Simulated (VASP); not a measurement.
# InAg (Pm-3m) in VASP: further runs, part 2 of 2

VASP 6.6.1. Earlier steps stand in the parts before.

### 4 Vibrations by perturbation theory, LDA

This run uses another cell than the first one, of 21.42 Å³/atom.

INCAR

```
PREC = Accurate
ENCUT = 500
EDIFF = 1E-8
ISMEAR = -1
SIGMA = 0.1
LREAL = False
LASPH = True
NELM = 120
ALGO = Normal
ISIF = 2
LWAVE = False
LCHARG = False
NBANDS = 19
IBRION = 8
NSW = 1
GGA_COMPAT = False
```

KPOINTS

```
Automatic mesh
0
Gamma
  7 7 7
```

POSCAR

```
InAg
1.0
    3.4990960727      0.0000000000      0.0000000000
    0.0000000000      3.4990960727      0.0000000000
    0.0000000000      0.0000000000      3.4990960727
In Ag
1 1
Direct
    0.5000000000      0.5000000000      0.5000000000
    0.0000000000      0.0000000000      0.0000000000
```

Potentials or basis: VASP PAW LDA potentials, release 64 (In_d, Ag).

Started as:

```sh
cat potpaw_LDA.64/In_d/POTCAR potpaw_LDA.64/Ag/POTCAR > POTCAR
mpirun -np 1 vasp_std > vasp.out
```

OUTCAR:

```text
PREC = Accurate
   ENCUT = 500
   EDIFF = 1E-8
   ISMEAR = -1
   LREAL = False
   LASPH = True
   NELM = 120
   ISIF = 2
   IBRION = 8
   NSW = 1

 ion  position               nearest neighbor table
   1  0.500  0.500  0.500-   2 3.03   2 3.03   2 3.03   2 3.03   2 3.03   2 3.03   2 3.03   2 3.03

   2  0.000  0.000  0.000-   1 3.03   1 3.03   1 3.03   1 3.03   1 3.03   1 3.03   1 3.03   1 3.03

  LATTYP: Found a simple cubic cell.
 ALAT       =     3.4990960727

  Lattice vectors:

 A1 = (   3.4990960727,   0.0000000000,   0.0000000000)
 A2 = (   0.0000000000,   3.4990960727,   0.0000000000)
 A3 = (   0.0000000000,   0.0000000000,   3.4990960727)

Analysis of symmetry for initial positions (statically):
=====================================================================
 Subroutine PRICEL returns:
 Original cell was already a primitive cell.

 Routine SETGRP: Setting up the symmetry group for a
 simple cubic supercell.

 Subroutine GETGRP returns: Found 48 space group operations
 (whereof 48 operations were pure point group operations)
 out of a pool of 48 trial point group operations.

The static configuration has the point symmetry O_h .

Analysis of symmetry for dynamics (positions and initial velocities):
=====================================================================
 Subroutine PRICEL returns:
 Original cell was already a primitive cell.

 Routine SETGRP: Setting up the symmetry group for a
 simple cubic supercell.

 Subroutine GETGRP returns: Found 48 space group operations
 (whereof 48 operations were pure point group operations)
 out of a pool of 48 trial point group operations.

The dynamic configuration has the point symmetry O_h .

 Subroutine INISYM returns: Found 48 space group operations
 (whereof 48 operations are pure point group operations),
 and found     1 'primitive' translations

----------------------------------------------------------------------------------------

                                     Primitive cell

  volume of cell :      42.8418

  direct lattice vectors                    reciprocal lattice vectors
     3.499096073  0.000000000  0.000000000     0.285788095  0.000000000  0.000000000
     0.000000000  3.499096073  0.000000000     0.000000000  0.285788095  0.000000000
     0.000000000  0.000000000  3.499096073     0.000000000  0.000000000  0.285788095

  length of vectors
     3.499096073  3.499096073  3.499096073     0.285788095  0.285788095  0.285788095

  position of ions in fractional coordinates (direct lattice)
     0.500000000  0.500000000  0.500000000
     0.000000000  0.000000000  0.000000000

  ion indices of the primitive-cell ions
   primitive index   ion index
                 1           1
[... 117 lines left out ...]

 E-fermi :   7.7643     XC(G=0): -11.4227

 val. band max:        7.6798255100   @ k =   0.4286   0.4286   0.2857
 cond. band min:       7.8144995352   @ k =   0.2857   0.2857   0.0000
 fundamental gap:      0.1346740252
 Fermi energy:         7.7642548017

 k-point     1 :       0.0000    0.0000    0.0000
  band No.  band energies     occupation
      1      -6.7867      2.00000
      2      -6.7867      2.00000
      3      -6.5574      2.00000
      4      -6.5574      2.00000
      5      -6.5574      2.00000
      6      -1.3850      2.00000
[... 429 lines left out ...]
     18      13.2938      0.00000
     19      28.4526      0.00000

------------------------ aborting loop because EDIFF is reached ----------------------------------------

  FORCE on cell =-STRESS in cart. coord.  units (eV):
  Direction    XX          YY          ZZ          XY          YZ          ZX
  --------------------------------------------------------------------------------------
  -------------------------------------------------------------------------------------
  Total       -1.7720975     -1.7720975     -1.7720975      0.0000000      0.0000000     -0.0000000
  in kB      -66.2720791    -66.2720791    -66.2720791      0.0000000      0.0000000     -0.0000000
  external PRESSURE =     -66.2720791 kB  Pullay stress =       0.0000000 kB

 VOLUME and BASIS-vectors are now :
 -----------------------------------------------------------------------------
  energy-cutoff  :      500.00
  volume of cell :       42.84
      direct lattice vectors                 reciprocal lattice vectors
     3.499096073  0.000000000  0.000000000     0.285788095  0.000000000  0.000000000
     0.000000000  3.499096073  0.000000000     0.000000000  0.285788095  0.000000000
     0.000000000  0.000000000  3.499096073     0.000000000  0.000000000  0.285788095

 POSITION                                       TOTAL-FORCE (eV/Angst)
 -----------------------------------------------------------------------------------
      1.74955      1.74955      1.74955         0.000000      0.000000      0.000000
      0.00000      0.00000      0.00000         0.000000      0.000000      0.000000
 -----------------------------------------------------------------------------------
    total drift:                                0.000000      0.000000      0.000000

  FREE ENERGIE OF THE ION-ELECTRON SYSTEM (eV)
  ---------------------------------------------------
  free  energy   TOTEN  =        -6.8432118370 eV

  energy  without entropy=       -6.8101587104  energy(sigma->0) =       -6.82668527

[... ionic steps 2 to 3 ...]

--------------------------------------- Ionic step        4  -------------------------------------------

------------------------ aborting loop because EDIFF is reached ----------------------------------------

[... ionic steps 5 to 6 ...]

--------------------------------------- Ionic step        7  -------------------------------------------

 Free energy of the ion-electron system (eV)
  ---------------------------------------------------
  ---------------------------------------------------
  free energy    TOTEN  =        -0.29935498 eV

  energy without entropy =       -0.29935498

------------------------ aborting loop because EDIFF is reached ----------------------------------------

 INTERNAL STRAIN TENSOR  FOR ION    2  DIRECTION 1   (eV/Angst):
 -----------------------------------------------------------------------------
     0.03969  0.00000 -0.00000
    -0.00000 -0.01095 -0.00000
     0.00000 -0.00000 -0.01095

 INTERNAL STRAIN TENSOR FOR ION    2 for displacements in x,y,z  (eV/Angst):
          X           Y           Z          XY          YZ          ZX
  --------------------------------------------------------------------------------
  x     0.00000     0.00000     0.00000     0.00000     0.00000     0.00000
  y     0.00000     0.00000     0.00000     0.00000     0.00000     0.00000
  z     0.00000     0.00000     0.00000     0.00000     0.00000     0.00000

 SECOND DERIVATIVES (NOT SYMMETRIZED)
 ------------------------------------
               1X          1Y          1Z          2X          2Y          2Z
  1X    -1.247250    0.000000    0.000000    1.247250   -0.000000   -0.000000
  1Y     0.000000   -1.247250   -0.000000   -0.000000    1.247250    0.000000
  1Z    -0.000000   -0.000000   -1.247250    0.000000    0.000000    1.247250
  2X     1.224091   -0.000000   -0.000000   -1.224091    0.000000    0.000000
  2Y    -0.000000    1.224091   -0.000000    0.000000   -1.224091    0.000000
  2Z    -0.000000   -0.000000    1.224091    0.000000    0.000000   -1.224091

 Eigenvectors and eigenvalues of the dynamical matrix
 ----------------------------------------------------

   1 f  =    2.329897 THz    14.639173 2PiTHz   77.716989 cm-1     9.635674 meV
             X         Y         Z           dx          dy          dz
      1.749548  1.749548  1.749548    -0.000000   -0.699338    0.000000
      0.000000  0.000000  0.000000     0.000000    0.714791    0.000000
[... 21 lines left out ...]
   6 f/i=    0.010915 THz     0.068578 2PiTHz    0.364070 cm-1     0.045139 meV
             X         Y         Z           dx          dy          dz
      1.749548  1.749548  1.749548     0.192549   -0.669158   -0.161489
      0.000000  0.000000  0.000000     0.188386   -0.654691   -0.157998

--------------------------------------------------------------------------------------------------------

 ELASTIC MODULI CONTR FROM IONIC RELAXATION (kBar)
 Direction    XX          YY          ZZ          XY          YZ          ZX
 --------------------------------------------------------------------------------
 XX           0.0000      0.0000      0.0000      0.0000      0.0000      0.0000
 YY           0.0000      0.0000      0.0000      0.0000      0.0000      0.0000
 ZZ           0.0000      0.0000      0.0000      0.0000      0.0000      0.0000
 XY           0.0000      0.0000      0.0000      0.0000      0.0000      0.0000
 YZ           0.0000      0.0000      0.0000      0.0000      0.0000      0.0000
 ZX           0.0000      0.0000      0.0000      0.0000      0.0000      0.0000
 --------------------------------------------------------------------------------
```

OSZICAR:

```text
N       E                     dE             d eps       ncg     rms          rms(c)
DAV:   1     0.178414390745E+03    0.17841E+03   -0.11707E+04   779   0.156E+03
DAV:   2     0.309048447438E+01   -0.17532E+03   -0.16868E+03   766   0.358E+02
DAV:   3    -0.702125713067E+01   -0.10112E+02   -0.10023E+02   862   0.912E+01
[... 42 lines left out ...]
RMM:  10    -0.299354958836E+00    0.33810E-06   -0.15902E-08  3049   0.520E-04    0.738E-05
RMM:  11    -0.299354902542E+00    0.56295E-07   -0.90296E-10  3025   0.206E-04    0.794E-05
RMM:  12    -0.299354746826E+00    0.15572E-06   -0.13354E-09  2850   0.914E-05    0.174E-04
RMM:  13    -0.299355011774E+00   -0.26495E-06    0.56508E-10  2815   0.674E-05    0.269E-05
RMM:  14    -0.299354974762E+00    0.37012E-07   -0.13042E-09  2990   0.398E-05    0.207E-06
RMM:  15    -0.299354983443E+00   -0.86809E-08    0.23520E-11  2698   0.278E-05    0.616E-06
 Linear response finished
```

Run time: 76 s. Hardware: 1 thread of Intel Xeon Platinum 8375C at 2.90GHz (Ice Lake), shared host; peak memory 0.22 GiB.

What came out:

```
Highest phonon frequency at Γ : 78 cm⁻¹
```

Phonon frequencies in cm⁻¹ (negative: imaginary):
```tsv
q point	frequencies
(0.000, 0.000, 0.000)	0 0 0 78 78 78
```

Caveat: the cell stands under pressure or tension, which shifts response properties; spin-orbit coupling is left out, which moves the levels of the heavy elements.
